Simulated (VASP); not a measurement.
# TiSi (Cmmm) in VASP: notebook

TiSi is run at these levels: r2SCAN; tasks: single point.

Everything below comes from runs of VASP 6.6.1. Logs are shortened: lines on timing, memory, paths and dates and some standing lists are left out, and cuts for length are marked.

## Step 1: The cell of the first run

It takes space group Cmmm (No. 65, orthorhombic). The conventional cell has a = 3.835 Å, b = 4.471 Å, c = 3.413 Å, α = 90.00°, β = 90.00°, γ = 90.00°. Ti (site symmetry mmm) has 8 Si at 2.57 to 2.81 Å and 6 Ti at 2.95 to 3.41 Å within 3.5 Å. Within 3.5 Å of Si (site symmetry mmm) lie 8 Ti at 2.57 to 2.81 Å and 6 Si at 2.95 to 3.41 Å.

## Step 2: Single point, r2SCAN

POSCAR

```
TiSi
1.0
    1.9172795294     -2.2355061817      0.0000000000
    1.9172795294      2.2355061817      0.0000000000
    0.0000000000      0.0000000000      3.4133350756
Ti Si
1 1
Direct
    0.5000000000      0.5000000000      0.0000000000
    0.0000000000      0.0000000000      0.5000000000
```

INCAR.step1

```
SYSTEM = TiSi
  PREC = Accurate
  ENCUT = 520
  ISMEAR = 0
  SIGMA = 0.15
  LREAL = .False.
  LASPH = .True.
  NELM = 80
  NBANDS = 15
  GGA = PE
  ALGO = Normal
  EDIFF = 1E-4
  LWAVE = .True.
  LCHARG = .False.
```

INCAR.step2

```
SYSTEM = TiSi
  PREC = Accurate
  ENCUT = 520
  EDIFF = 1E-6
  ISMEAR = 0
  SIGMA = 0.15
  LREAL = .False.
  LASPH = .True.
  NELM = 80
  ALGO = Normal
  ISIF = 2
  LWAVE = .False.
  LCHARG = .False.
  METAGGA = R2SCAN
  LMIXTAU = .True.
  NBANDS = 15
  ISTART = 1
```

KPOINTS

```
Automatic mesh
0
Gamma
  20 20 14
  0 0 0
```

Potentials or basis: VASP PAW PBE potentials, release 64 (Ti_sv, Si).

Launch:

```bash
$ cat potpaw_PBE.64/Ti_sv/POTCAR potpaw_PBE.64/Si/POTCAR > POTCAR
$ cp INCAR.step1 INCAR
$ mpirun -np 1 vasp_std > vasp.out
$ cp INCAR.step2 INCAR
$ mpirun -np 1 vasp_std > vasp.out
```

OUTCAR:

```text
SYSTEM = TiSi
   PREC = Accurate
   ENCUT = 520
   EDIFF = 1E-6
   ISMEAR = 0
   LREAL = .False.
   LASPH = .True.
   NELM = 80
   ISIF = 2
   METAGGA = R2SCAN
   ISTART = 1

 ion  position               nearest neighbor table
   1  0.500  0.500  0.000-   2 2.57   2 2.57   2 2.57   2 2.57   2 2.81   2 2.81   2 2.81   2 2.81

   2  0.000  0.000  0.500-   1 2.57   1 2.57   1 2.57   1 2.57   1 2.81   1 2.81   1 2.81   1 2.81

  LATTYP: Found a base centered orthorhombic cell.
 ALAT       =     3.8345590588
 B/A-ratio  =     1.1659782246
 C/A-ratio  =     0.8901506075

  Lattice vectors:

 A1 = (   1.9172795294,  -2.2355061817,   0.0000000000)
 A2 = (   1.9172795294,   2.2355061817,   0.0000000000)
 A3 = (   0.0000000000,   0.0000000000,   3.4133350756)

Analysis of symmetry for initial positions (statically):
=====================================================================
 Subroutine PRICEL returns:
 Original cell was already a primitive cell.

 Routine SETGRP: Setting up the symmetry group for a
 base centered orthorhombic supercell.

 Subroutine GETGRP returns: Found  8 space group operations
 (whereof  8 operations were pure point group operations)
 out of a pool of  8 trial point group operations.

The static configuration has the point symmetry D_2h.

Analysis of symmetry for dynamics (positions and initial velocities):
=====================================================================
 Subroutine PRICEL returns:
 Original cell was already a primitive cell.

 Routine SETGRP: Setting up the symmetry group for a
 base centered orthorhombic supercell.

 Subroutine GETGRP returns: Found  8 space group operations
 (whereof  8 operations were pure point group operations)
 out of a pool of  8 trial point group operations.

The dynamic configuration has the point symmetry D_2h.

 Subroutine INISYM returns: Found  8 space group operations
 (whereof  8 operations are pure point group operations),
 and found     1 'primitive' translations

----------------------------------------------------------------------------------------

                                     Primitive cell

  volume of cell :      29.2597

  direct lattice vectors                    reciprocal lattice vectors
     1.917279529 -2.235506182  0.000000000     0.260786178 -0.223662991  0.000000000
     1.917279529  2.235506182  0.000000000     0.260786178  0.223662991  0.000000000
     0.000000000  0.000000000  3.413335076     0.000000000  0.000000000  0.292968600

  length of vectors
     2.945071932  2.945071932  3.413335076     0.343561587  0.343561587  0.292968600

[... 94 lines left out ...]
   EFERMI =   0.00;   METHOD = LEGACY
   ISMEAR =     0;   SIGMA  =   0.15  broadening in eV -4-tet -1-fermi 0-gaus
   EFERMI_NEDOS =   21; number of points for ismear=-14 and -15
   IALGO  =     38    algorithm
   IMIX   =      4    mixing-type and parameters
     AMIX     =   0.40;   BMIX     =  1.00
     AMIX_MAG =   1.60;   BMIX_MAG =  1.00
  volume/ion in A,a.u.               =      14.63        98.73
  Fermi-wavevector in a.u.,A,eV,Ry     =   1.338725  2.529824 24.384157  1.792185
  Thomas-Fermi vector in A             =   2.467173
   LORBIT       =      0    0 simple, 1 ext, 2 COOP (PROOUT), +10 PAW based schemes
   METAGGA = R2SCAN    functional components
   LHFCALC =     F    Hartree Fock is set to
   AEXX    =    0.0000 exact exchange contribution
   IVDW    =     0    specifies the selected vdW correction
   LEPSILON=     F    determine dielectric tensor
   LRPA    =     F    only Hartree local field effects (RPA)
 non-spin polarized calculation
 Gauss-broadening in eV      SIGMA  =   0.15
  energy-cutoff  :      520.00
  volume of cell :       29.26
 maximum number of plane-waves:       809
 NGX is ok and might be reduce to    24

 number of electron      16.0000007 magnetization

 Free energy of the ion-electron system (eV)
  ---------------------------------------------------
  ext. energy  EPLUGINS =         0.00000000
  ---------------------------------------------------
  free energy    TOTEN  =       -22.61751027 eV

  energy without entropy =      -22.60465530  energy(sigma->0) =      -22.61108278

 E-fermi :  10.0327     XC(G=0): -12.5915

 val. band max:       10.0316508437   @ k =  -0.3500   0.3000   0.1429
 cond. band min:      10.0355236945   @ k =   0.4500   0.2500   0.4286
 fundamental gap:      0.0038728508
 Fermi energy:        10.0326894191

 k-point     1 :       0.0000    0.0000    0.0000
  band No.  band energies     occupation
      1     -48.9433      2.00000
      2     -24.2232      2.00000
      3     -24.0201      2.00000
      4     -23.9558      2.00000
      5      -2.0461      2.00000
      6       8.0464      2.00000
      7       8.6986      2.00000
      8      10.3390      0.00388
      9      11.6718      0.00000
     10      12.6164      0.00000
     11      12.6917      0.00000
     12      14.0506      0.00000
     13      14.7811      0.00000
     14      18.5365      0.00000
[... 401 lines left out ...]
      2     -24.2849      2.00000
      3     -24.1884      2.00000
      4     -23.9742      2.00000
      5       0.1169      2.00000
      6       5.5081      2.00000
      7       8.5691      2.00000
      8       9.1543      2.00000
      9      11.0153      0.00000
     10      12.3463      0.00000
     11      13.2502      0.00000
     12      15.3311      0.00000
     13      16.9394      0.00000
     14      17.6287      0.00000
     15      20.1368      0.00000

 [... further k-points ...]

------------------------ aborting loop because EDIFF is reached ----------------------------------------

  FORCE on cell =-STRESS in cart. coord.  units (eV):
  Direction    XX          YY          ZZ          XY          YZ          ZX
  --------------------------------------------------------------------------------------
  -------------------------------------------------------------------------------------
  Total       -1.0709995      0.4094232      2.0318537      0.0000000      0.0000000      0.0000000
  in kB      -58.6448156     22.4188241    111.2583936      0.0000000      0.0000000      0.0000000
  external PRESSURE =      25.0108007 kB  Pullay stress =       0.0000000 kB

 VOLUME and BASIS-vectors are now :
 -----------------------------------------------------------------------------
  energy-cutoff  :      520.00
  volume of cell :       29.26
      direct lattice vectors                 reciprocal lattice vectors
     1.917279529 -2.235506182  0.000000000     0.260786178 -0.223662991  0.000000000
     1.917279529  2.235506182  0.000000000     0.260786178  0.223662991  0.000000000
     0.000000000  0.000000000  3.413335076     0.000000000  0.000000000  0.292968600

 POSITION                                       TOTAL-FORCE (eV/Angst)
 -----------------------------------------------------------------------------------
      1.91728      0.00000      0.00000         0.000000     -0.000000      0.000000
      0.00000      0.00000      1.70667        -0.000000      0.000000      0.000000
 -----------------------------------------------------------------------------------
    total drift:                               -0.000000     -0.000000     -0.000000

  FREE ENERGIE OF THE ION-ELECTRON SYSTEM (eV)
  ---------------------------------------------------
  free  energy   TOTEN  =       -22.6175102660 eV

  energy  without entropy=      -22.6046552998  energy(sigma->0) =      -22.61108278
```

OUTCAR.step1:

```text
SYSTEM = TiSi
   PREC = Accurate
   ENCUT = 520
   ISMEAR = 0
   LREAL = .False.
   LASPH = .True.
[... 657 lines left out ...]
      1.91728      0.00000      0.00000        -0.000000     -0.000000      0.000000
      0.00000      0.00000      1.70667         0.000000      0.000000      0.000000
 -----------------------------------------------------------------------------------
    total drift:                               -0.000000     -0.000000     -0.000000

  FREE ENERGIE OF THE ION-ELECTRON SYSTEM (eV)
  ---------------------------------------------------
  free  energy   TOTEN  =       -14.1694813216 eV

  energy  without entropy=      -14.1545162913  energy(sigma->0) =      -14.16199881
```

Run time: 6.8 min. Hardware: 1 thread of Intel Xeon 6975P-C (Granite Rapids), shared host; peak memory 0.48 GiB.

Results:

```yaml
Free_energy: -22.6175 eV
Pressure: 2.5 GPa
Band_gap_on_the_k_mesh: zero (bands 8 and 9 overlap by 1.11 eV)
```

Stress tensor (GPa, compression positive):
```
-5.86  0.00  0.00
 0.00  2.24  0.00
 0.00  0.00 11.13
```

Caveat: the stress differs along the axes, from -6 to 11 GPa; the PAW data sets were made with another functional, which shifts forces and pressure a little.

## Step 3: Single point, r2SCAN

This run uses another cell than the first one, of the same volume but with other edges.

POSCAR

```
TiSi
1.0
    1.7090889329     -1.9927604796      0.0000000000
    1.7090889329      1.9927604796      0.0000000000
    0.0000000000      0.0000000000      4.2955667346
Ti Si
1 1
Direct
    0.5000000000      0.5000000000      0.0000000000
    0.0000000000      0.0000000000      0.5000000000
```

INCAR.step1

```
PREC = Accurate
ENCUT = 520
ISMEAR = 0
SIGMA = 0.15
LREAL = False
LASPH = True
NELM = 80
NBANDS = 15
GGA = PE
ALGO = Normal
EDIFF = 1E-4
LWAVE = True
LCHARG = False
```

INCAR.step2

```
PREC = Accurate
ENCUT = 520
EDIFF = 1E-6
ISMEAR = 0
SIGMA = 0.15
LREAL = False
LASPH = True
NELM = 80
ALGO = Normal
ISIF = 2
LWAVE = False
LCHARG = False
METAGGA = R2SCAN
LMIXTAU = True
NBANDS = 15
ISTART = 1
```

KPOINTS

```
regular mesh
0
Gamma
  20 20 14
```

Potentials or basis: VASP PAW PBE potentials, release 64 (Ti_sv, Si).

Launch:

```bash
$ cat potpaw_PBE.64/Ti_sv/POTCAR potpaw_PBE.64/Si/POTCAR > POTCAR
$ cp INCAR.step1 INCAR
$ mpirun -np 1 vasp_std > vasp.out
$ cp INCAR.step2 INCAR
$ mpirun -np 1 vasp_std > vasp.out
```

It took 6.9 min on 1 thread of Intel Xeon 6975P-C (Granite Rapids), shared host; peak memory 0.47 GiB.

It converged, with:

| Property | Result |
| --- | --- |
| Free energy | -22.5302 eV |
| Pressure | -3.2 GPa |
| Band gap on the k mesh | zero (bands 8 and 9 overlap by 1.63 eV) |

Stress tensor (GPa, compression positive):
```
  6.15   0.00   0.00
  0.00   4.25   0.00
  0.00   0.00 -19.90
```

Levels at points of the mesh, in eV from the Fermi level:
| k point | band 5 | band 6 | band 7 | band 8 | band 9 | band 10 | band 11 | band 12 |
| --- | --- | --- | --- | --- | --- | --- | --- | --- |
| (0.00, 0.00, 0.00) | -12.97 | -3.83 | -3.18 | -1.35 | 2.41 | 3.01 | 3.84 | 4.53 |
| (0.50, 0.00, 0.00) | -7.81 | -6.93 | -3.71 | -1.10 | 2.56 | 3.05 | 3.70 | 4.01 |
| (0.50, 0.50, 0.00) | -5.07 | -4.01 | -1.25 | -1.20 | -1.09 | -0.22 | 2.57 | 2.93 |
| (0.00, 0.00, 0.50) | -12.14 | -7.23 | -1.25 | -0.82 | 1.95 | 2.74 | 3.92 | 7.11 |
| (0.50, 0.00, 0.50) | -8.27 | -5.98 | -2.57 | -1.91 | 0.57 | 2.07 | 2.61 | 2.88 |
| (0.50, 0.50, 0.50) | -5.00 | -3.75 | -2.82 | -2.50 | 1.97 | 2.62 | 2.77 | 3.07 |

Caveat: the stress differs along the axes, from -20 to 6 GPa; the PAW data sets were made with another functional, which shifts forces and pressure a little.
